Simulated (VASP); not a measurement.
# Si8HO16 (a cell with a defect) in VASP: notebook

The runs below take Si8HO16 (a cell with a defect) through single point, with PBE+D3(BJ).

Everything below comes from runs of VASP 6.6.1. Logs are shortened: lines on timing, memory, paths and dates and some standing lists are left out, and cuts for length are marked.

## 1. The cell of the first run

The cell holds a defect, 25 atoms: a = 5.824 Å, b = 5.824 Å, c = 5.298 Å, α = 90.00°, β = 90.00°, γ = 90.00°.

## 2. Single point, PBE+D3(BJ), collinear spin, ferromagnetic start

INCAR reads:

```
SYSTEM = Si8HO16
ALGO = Normal
EDIFF = 1E-6
ENCUT = 520
GGA = PE
ISIF = 2
ISMEAR = -1
ISPIN = 2
IVDW = 12
LASPH = .TRUE.
LCHARG = .FALSE.
LORBIT = 11
LREAL = Auto
LWAVE = .FALSE.
MAGMOM = 0 0 0 0 0 0 0 0 0 0 0 0 0 0 0 0 0 0 0 0 0 0 0 0 1
NBANDS = 86
NELM = 150
PREC = Accurate
SIGMA = 0.05
```

KPOINTS reads:

```
k-points
0
G
  2 2 2
  0 0 0
```

POSCAR reads:

```
Si8HO16
1.0
   -4.1180000000     -4.1180000000      0.0000000000
    4.1180000000     -4.1180000000      0.0000000000
    0.0000000000      0.0000000000      5.2980000000
Si O H
8 16 1
Direct
    0.4913793103      0.5116318601      0.0259909400
    0.0071272462      0.4954953861      0.2858437146
    0.5335478388      0.4888902380      0.5425443564
    0.0109640602      0.4717459932      0.7660060400
    0.0112554638     -0.0124939291      0.0516043790
    0.5028533269     -0.0082685770      0.2938278596
    0.0016755707      0.0131374454      0.5436391091
    0.5202161243     -0.0035332686      0.8137221593
    0.2122389509      0.5062894609      0.0110419026
    0.0328193298      0.2066172899      0.2831634579
    0.8301724138      0.4926542011      0.0332012080
    0.0008499271      0.8099562895      0.2903171008
    0.2233487130      0.4657479359      0.5485088713
    0.0214910151      0.2032782904      0.8017176293
    0.8341306459      0.4862190384      0.5368440921
   -0.0158572122      0.7919135503      0.7824650812
    0.7033268577      0.0077950461      0.0663646659
    0.5022098106      0.7053181156      0.2863533409
    0.3202889752      0.0084871297      0.0652321631
    0.5080135988      0.3192812045      0.3083238958
    0.7126760563     -0.0327343371      0.5314269536
    0.5272462360      0.6849684313      0.7975084938
    0.3305123847      0.0426784847      0.5565873915
    0.5463331714      0.3030354541      0.8269535674
    0.2038975231      0.7873118018      0.5230464326
```

Potentials or basis: VASP PAW PBE potentials, release 64 (Si, O, H).

Run with:

```
> cat potpaw_PBE.64/Si/POTCAR potpaw_PBE.64/O/POTCAR potpaw_PBE.64/H/POTCAR > POTCAR
> mpirun -np 1 vasp_std > vasp.out
```

OUTCAR:

```text
SYSTEM = Si8HO16
   EDIFF = 1E-6
   ENCUT = 520
   GGA = PE
   ISIF = 2
   ISMEAR = -1
   ISPIN = 2
   IVDW = 12
   LASPH = .TRUE.
   LORBIT = 11
   LREAL = Auto
   NELM = 150
   PREC = Accurate
 IVDW          = 12

 ion  position               nearest neighbor table
   1  0.491  0.512  0.026-  22 1.59   9 1.63  24 1.64  18 1.78  20 1.87  11 1.98   3 2.58   3 2.75
                             8 3.04   4 3.13   6 3.14   2 3.14
   2  0.007  0.495  0.286-  15 1.67  10 1.69  11 1.69  12 1.83   9 1.88  13 1.88   4 2.55   4 2.76
                             3 3.08   5 3.12   7 3.12   1 3.14
   3  0.534  0.489  0.543-  20 1.59  15 1.75  22 1.77  13 1.81  24 1.86  18 1.86   1 2.58   1 2.75
                             4 3.02   2 3.08
   4  0.011  0.472  0.766-  14 1.58  15 1.59  13 1.69   9 1.76  11 1.77  16 1.87   2 2.55   2 2.76
                             7 2.92   3 3.02   1 3.13
   5  0.011  0.988  0.052-  12 1.63  10 1.77  17 1.80  19 1.81  14 1.83  16 1.83   7 2.61   7 2.70
                             2 3.12   8 3.13   6 3.14
   6  0.503  0.992  0.294-  19 1.61  18 1.67  17 1.68  23 1.74  21 1.76  20 1.91   8 2.55   8 2.76
                             1 3.14   5 3.14
   7  0.002  0.013  0.544-  21 1.71  14 1.76  25 1.77  12 1.79  10 1.79  16 1.81  23 1.92   5 2.61
                             5 2.70   4 2.92   2 3.12
   8  0.520  0.996  0.814-  17 1.71  19 1.77  23 1.77  24 1.79  22 1.82  21 1.88   6 2.55   6 2.76
                             1 3.04   5 3.13
   9  0.212  0.506  0.011-   1 1.63   4 1.76   2 1.88
  10  0.033  0.207  0.283-   2 1.69   5 1.77   7 1.79
  11  0.830  0.493  0.033-   2 1.69   4 1.77   1 1.98
  12  0.001  0.810  0.290-   5 1.63   7 1.79   2 1.83
  13  0.223  0.466  0.549-   4 1.69   3 1.81   2 1.88
  14  0.021  0.203  0.802-   4 1.58   7 1.76   5 1.83
[... 8 lines left out ...]
  23  0.331  0.043  0.557-   6 1.74   8 1.77   7 1.92
  24  0.546  0.303  0.827-   1 1.64   8 1.79   3 1.86
  25  0.204  0.787  0.523-   7 1.77

  LATTYP: Found a simple tetragonal cell.
 ALAT       =     5.8237314499
 C/A-ratio  =     0.9097260143

  Lattice vectors:

 A1 = (  -4.1180000000,  -4.1180000000,   0.0000000000)
 A2 = (   4.1180000000,  -4.1180000000,   0.0000000000)
 A3 = (   0.0000000000,   0.0000000000,   5.2980000000)

Analysis of symmetry for initial positions (statically):
=====================================================================
 Subroutine PRICEL returns:
 Original cell was already a primitive cell.

 Routine SETGRP: Setting up the symmetry group for a
 simple tetragonal supercell.

 Subroutine GETGRP returns: Found  1 space group operations
 (whereof  1 operations were pure point group operations)
 out of a pool of 16 trial point group operations.

The static configuration has the point symmetry C_1 .

Analysis of symmetry for dynamics (positions and initial velocities):
[... 200 lines left out ...]
  energy without entropy =     -177.33321175  energy(sigma->0) =     -177.33321215

 E-fermi :  13.2884     XC(G=0): -12.5392

 val. band max:       12.6624881954   @ k =   0.5000   0.5000   0.5000
 cond. band min:      13.9024284515   @ k =   0.0000   0.0000   0.0000
 fundamental gap:      1.2399402561
 Fermi energy:        13.2884044643

 spin component 1

 k-point     1 :       0.0000    0.0000    0.0000
  band No.  band energies     occupation
      1     -14.3742      1.00000
      2     -12.9166      1.00000
      3     -12.4541      1.00000
      4     -11.7182      1.00000
      5     -11.4689      1.00000
      6     -11.2452      1.00000
[... 621 lines left out ...]
     75      18.9533      0.00000
     76      19.0880      0.00000
 Fermi energy:        13.2884044643

 spin component 2

 k-point     1 :       0.0000    0.0000    0.0000
  band No.  band energies     occupation
      1     -14.3487      1.00000
      2     -12.9073      1.00000
      3     -12.4297      1.00000
      4     -11.7136      1.00000
      5     -11.4149      1.00000
      6     -11.2079      1.00000
[... 621 lines left out ...]
     75      18.9699      0.00000
     76      19.1449      0.00000
 [bands above 76 left out]

------------------------ aborting loop because EDIFF is reached ----------------------------------------

 Edisp (eV)   -6.18114

 E8    (eV) :    -2.1091

  FORCE on cell =-STRESS in cart. coord.  units (eV):
  Direction    XX          YY          ZZ          XY          YZ          ZX
  --------------------------------------------------------------------------------------
  -------------------------------------------------------------------------------------
  Total      34.84388    38.21020    36.75976     0.48541    -0.02769    -2.14552
  in kB     310.68657   340.70249   327.76959     4.32817    -0.24687   -19.13062
  external pressure =      326.39 kB  Pullay stress =        0.00 kB

 VOLUME and BASIS-vectors are now :
 -----------------------------------------------------------------------------
  energy-cutoff  :      520.00
  volume of cell :      179.69
      direct lattice vectors                 reciprocal lattice vectors
    -4.118000000 -4.118000000  0.000000000    -0.121418164 -0.121418164  0.000000000
     4.118000000 -4.118000000  0.000000000     0.121418164 -0.121418164  0.000000000
     0.000000000  0.000000000  5.298000000     0.000000000  0.000000000  0.188750472

 POSITION                                       TOTAL-FORCE (eV/Angst)
 -----------------------------------------------------------------------------------
      0.08340     -4.13040      0.13770        -3.313390     -0.297734      5.856697
      2.01110     -2.06980      1.51440        -1.048069     -2.447211     -2.920601
     -0.18390     -4.21040      2.87440         2.350140      0.503676      1.112334
      1.89750     -1.98780      4.05830         2.109595     -5.501024      5.472027
      4.02020     -4.11290      0.27340         0.967676     -0.434149     -2.541414
      2.01320     -6.15470      1.55670         0.389267     -2.920940      3.808554
[... 17 lines left out ...]
     -1.00190     -3.49770      4.38120        -0.526358      1.652667     -4.090511
      2.40250     -4.08180      2.77110        -1.366668      0.037930      0.538823
 -----------------------------------------------------------------------------------
    total drift:                                0.002319     -0.004858     -0.005348

  FREE ENERGIE OF THE ION-ELECTRON SYSTEM (eV)
  ---------------------------------------------------
  free  energy   TOTEN  =      -183.5143493960 eV

  energy  without entropy=     -183.5143486038  energy(sigma->0) =     -183.51434900

 total charge

# of ion       s       p       d       tot
------------------------------------------
    1        0.625   0.994   0.000   1.618
    2        0.601   0.907   0.000   1.507
    3        0.602   0.907   0.000   1.509
    4        0.629   1.035   0.000   1.664
    5        0.595   0.887   0.000   1.482
    6        0.617   0.990   0.000   1.607
[... 17 lines left out ...]
   24        1.560   3.726   0.000   5.286
   25        0.519   0.022   0.000   0.541
--------------------------------------------------
tot         30.343  67.038   0.000  97.381

 magnetization (x)

# of ion       s       p       d       tot
------------------------------------------
    1        0.001   0.001   0.000   0.002
    2        0.000  -0.001   0.000  -0.000
    3        0.000  -0.000   0.000   0.000
    4        0.000  -0.000   0.000  -0.000
    5        0.004   0.005   0.000   0.008
    6       -0.000  -0.001   0.000  -0.001
[... 17 lines left out ...]
   24        0.001   0.003   0.000   0.003
   25        0.344   0.003   0.000   0.347
--------------------------------------------------
tot          0.388   0.293   0.000   0.680
```

Wall time 6 min (1 thread of Oxide Virtual Turin-like, shared host); peak memory 0.42 GiB.

What came out:

```
Free energy                                           : -183.5143 eV
Pressure                                              : 32.6 GPa
Largest force                                         : 8.041 eV/Å
Band gap on the k mesh                                : 1.24 eV
Net moment                                            : 1.00 μB per cell
Site moments                                          : Si +0.00, -0.00, +0.01; O -0.00, +0.00, +0.07, +0.05, +0.06, +0.01, +0.12; H +0.35 μB
Valence electrons inside the program's atomic spheres : Si 1.62, 1.51, 1.66, 1.48, 1.61, 1.47, 1.46; O 5.30, 5.28, 5.26, 5.29, 5.24, 5.33, 5.39, 5.18, 5.31, 5.27, 5.25, 5.32, 5.22; H 0.54
Dispersion energy per atom                            : -0.247 eV
```

Forces in eV/Å, atoms in the order of the input:
```
Si  -3.313 -0.298  5.857
Si  -1.048 -2.447 -2.921
Si   2.350  0.504  1.112
Si   2.110 -5.501  5.472
Si   0.968 -0.434 -2.541
Si   0.389 -2.921  3.809
Si  -2.340  0.150  0.572
Si   0.691 -0.696 -2.285
O    1.052  0.808  2.403
O   -0.933  2.839  0.922
O    1.525  0.448  1.268
O   -1.557  1.272 -0.549
O    1.937 -0.607 -1.017
O   -3.776  5.453 -0.329
O    2.878  2.365 -1.765
O    1.026 -2.864  2.067
O   -1.607 -0.907 -1.902
O   -1.967  1.540  0.794
O    1.084  2.179 -3.772
O   -2.592  0.801 -3.561
O    2.759 -1.211  1.870
O    2.804 -2.666 -2.933
O   -0.545  0.504  0.981
O   -0.526  1.653 -4.091
H   -1.367  0.038  0.539
```

Levels at points of the mesh, in eV from the valence-band top:
Spin up:
| k point | band 63 | band 64 | band 65 | band 66 | band 67 | band 68 |
| --- | --- | --- | --- | --- | --- | --- |
| (0.00, 0.00, 0.00) | -4.45 | -3.69 | -0.65 | 1.99 | 2.45 | 3.09 |
| (0.50, 0.00, 0.00) | -4.53 | -4.39 | -0.62 | 2.59 | 2.79 | 3.37 |
| (0.00, 0.50, 0.00) | -4.52 | -4.26 | -0.34 | 2.69 | 2.98 | 3.19 |
| (0.50, 0.50, 0.00) | -4.51 | -4.28 | -0.34 | 3.33 | 3.42 | 3.59 |
| (0.00, 0.00, 0.50) | -4.55 | -4.14 | -0.37 | 3.26 | 3.49 | 3.78 |
| (0.50, 0.00, 0.50) | -4.54 | -4.16 | -0.31 | 3.51 | 3.56 | 4.15 |
| (0.00, 0.50, 0.50) | -4.60 | -4.14 | -0.07 | 3.50 | 3.62 | 3.69 |
| (0.50, 0.50, 0.50) | -4.82 | -4.48 | 0.00 | 4.09 | 4.29 | 4.33 |
Spin down:
```csv
k point,band 60,band 61,band 62,band 63,band 64,band 65,band 66,band 67,band 68,band 69
"(0.00, 0.00, 0.00)",-5.17,-5.09,-4.54,-4.40,-3.63,1.24,2.13,2.58,3.16,3.35
"(0.50, 0.00, 0.00)",-5.36,-5.10,-4.88,-4.46,-4.33,1.49,2.61,2.81,3.44,3.67
"(0.00, 0.50, 0.00)",-5.35,-5.15,-5.02,-4.45,-4.22,1.67,2.77,3.08,3.21,3.52
"(0.50, 0.50, 0.00)",-5.15,-4.96,-4.88,-4.43,-4.24,1.74,3.36,3.52,3.63,3.80
"(0.00, 0.00, 0.50)",-5.09,-5.02,-4.87,-4.47,-4.11,1.93,3.32,3.53,3.84,3.94
"(0.50, 0.00, 0.50)",-5.02,-4.91,-4.61,-4.49,-4.12,1.97,3.55,3.62,4.25,4.52
"(0.00, 0.50, 0.50)",-5.13,-4.81,-4.58,-4.53,-4.12,2.12,3.63,3.64,3.78,4.47
"(0.50, 0.50, 0.50)",-5.17,-5.08,-4.84,-4.74,-4.44,2.20,4.26,4.32,4.39,4.53
```

Caveat: the k points lie up to 0.59 Å⁻¹ apart.

## 3. Single point, PBE+D3(BJ), collinear spin, ferromagnetic start

INCAR reads:

```
PREC = Accurate
ENCUT = 520
EDIFF = 1E-6
ISMEAR = -1
SIGMA = 0.05
LREAL = Auto
LASPH = T
NELM = 150
ALGO = Normal
ISIF = 2
LWAVE = F
LCHARG = F
ISPIN = 2
MAGMOM = 0 0 0 0 0 0 0 0 0 0 0 0 0 0 0 0 0 0 0 0 0 0 0 0 1
LORBIT = 11
GGA = PE
IVDW = 12
NBANDS = 86
```

KPOINTS reads:

```
Automatic mesh
0
Gamma
  2 2 2
```

POSCAR reads:

```
Si8HO16
1.0
   -4.1180000000     -4.1180000000      0.0000000000
    4.1180000000     -4.1180000000      0.0000000000
    0.0000000000      0.0000000000      5.2980000000
Si O H
8 16 1
Direct
    0.5664400194      0.5010441962      0.0548320121
    0.0019184070      0.4922292375      0.3007172518
    0.5368018456      0.4668649830      0.5722159305
    0.0026347742      0.4978266149      0.7594752737
    0.0369718310     -0.0004978145      0.0539448849
    0.5000485673      0.0158572122      0.3211023028
    0.0027197669     -0.0626032054      0.5463004908
    0.5219038368      0.0301845556      0.8331823330
    0.2261656144      0.5255585236      0.0306342016
   -0.0098227295      0.2018576979      0.2677614194
    0.8182734337      0.4897158815      0.0698376746
    0.0048688684      0.7950339971      0.2432238581
    0.1780961632      0.4853569694      0.5469988675
   -0.0199368626      0.1904322487      0.8084371461
    0.8176906265      0.5173020884      0.4656096640
   -0.0291039339      0.7395216124      0.7854284636
    0.7052574065      0.0555730937      0.0136466591
    0.5132588635      0.6746478873      0.3285390713
    0.3273919378     -0.0033997086      0.0377123443
    0.5059494900      0.2965031569      0.2752170630
    0.6764448762      0.0234337057      0.5632880332
    0.5613161729      0.7089363769      0.7629671574
    0.3008620690      0.0316294318      0.5635522839
    0.5497328800      0.3098348713      0.7542657607
    0.2779990287      0.5824915007      0.5329747074
```

Potentials or basis: VASP PAW PBE potentials, release 64 (Si, O, H).

Run with:

```
> cat potpaw_PBE.64/Si/POTCAR potpaw_PBE.64/O/POTCAR potpaw_PBE.64/H/POTCAR > POTCAR
> mpirun -np 1 vasp_std > vasp.out
```

It took 6.8 min on 1 thread of Oxide Virtual Turin-like, shared host; peak memory 0.41 GiB.

Results (log left out):

```
Free energy                                           : -164.5701 eV
Pressure                                              : 74.0 GPa
Largest force                                         : 24.475 eV/Å
Net moment                                            : 0.00 μB per cell
Valence electrons inside the program's atomic spheres : Si 1.60, 1.85, 1.89, 1.80, 1.59, 1.53, 1.46, 1.79; O 5.09, 5.27, 5.47, 5.32, 5.62, 5.18, 5.51, 5.41, 5.37, 5.19, 5.34, 5.31, 5.30, 5.16, 5.56; H 1.20
Dispersion energy per atom                            : -0.246 eV
```

Forces on the atoms (eV/Å):
```
Si    9.983   5.784  -0.402
Si   -9.599  -5.142 -15.446
Si    8.832 -14.138 -17.921
Si   -7.580  10.954  10.121
Si    5.294  -1.248  -3.524
Si   -2.300   1.167  -0.805
Si    4.927  -2.760   0.635
Si   -0.103   5.999 -10.622
O    -1.462   1.444  -0.456
O    -3.256  -0.416   2.639
O    -3.434  -3.525  -4.825
O    -0.916   0.455   4.245
O    -5.580   9.304  -2.685
O    -1.922  -2.677  -2.908
O     6.043   7.548  14.098
O    10.586 -10.335   0.452
O    -6.914  -1.715   9.779
O     3.790  -0.546  -2.259
O     1.853   2.684   2.276
O     1.441  -0.092   2.536
O    -4.589  -1.905  -3.114
O    -0.306   3.767   3.726
O    -0.578   2.096  -0.469
O    -6.227   8.408  16.663
H     2.018 -15.112  -1.735
```

Stress tensor (GPa, compression positive):
```
73.88  9.66 -4.24
 9.66 73.12  9.20
-4.24  9.20 74.90
```

Levels at points of the mesh, in eV from the Fermi level:
Spin up:
```tsv
k point	band 62	band 63	band 64	band 65	band 66	band 67
(0.00, 0.00, 0.00)	-5.81	-5.32	-4.72	-0.82	-0.07	0.12
(0.50, 0.00, 0.00)	-5.79	-5.57	-4.99	-0.22	0.32	0.55
(0.00, 0.50, 0.00)	-5.75	-5.61	-5.01	-0.22	0.29	0.87
(0.50, 0.50, 0.00)	-5.71	-5.55	-5.06	0.26	0.63	0.97
(0.00, 0.00, 0.50)	-5.57	-5.28	-5.02	0.18	0.39	0.67
(0.50, 0.00, 0.50)	-5.54	-5.34	-4.93	0.57	0.72	0.81
(0.00, 0.50, 0.50)	-5.71	-5.30	-5.00	0.10	0.53	1.11
(0.50, 0.50, 0.50)	-5.93	-5.62	-5.04	0.64	0.81	1.40
```
Spin down:
| k point | band 61 | band 62 | band 63 | band 64 | band 65 | band 66 | band 67 | band 68 |
| --- | --- | --- | --- | --- | --- | --- | --- | --- |
| (0.00, 0.00, 0.00) | -6.01 | -5.81 | -5.32 | -4.72 | -0.82 | -0.07 | 0.12 | 0.93 |
| (0.50, 0.00, 0.00) | -5.85 | -5.79 | -5.57 | -4.99 | -0.22 | 0.32 | 0.55 | 0.80 |
| (0.00, 0.50, 0.00) | -6.00 | -5.75 | -5.61 | -5.01 | -0.22 | 0.29 | 0.87 | 1.11 |
| (0.50, 0.50, 0.00) | -5.82 | -5.71 | -5.55 | -5.06 | 0.26 | 0.63 | 0.97 | 1.40 |
| (0.00, 0.00, 0.50) | -5.87 | -5.57 | -5.28 | -5.02 | 0.18 | 0.39 | 0.67 | 1.72 |
| (0.50, 0.00, 0.50) | -5.81 | -5.54 | -5.34 | -4.93 | 0.57 | 0.72 | 0.81 | 1.75 |
| (0.00, 0.50, 0.50) | -5.91 | -5.71 | -5.30 | -5.00 | 0.10 | 0.53 | 1.11 | 1.90 |
| (0.50, 0.50, 0.50) | -6.06 | -5.93 | -5.62 | -5.04 | 0.64 | 0.81 | 1.40 | 2.16 |

Caveat: the k points lie up to 0.59 Å⁻¹ apart.

(Part 1 of 2 ends here.)
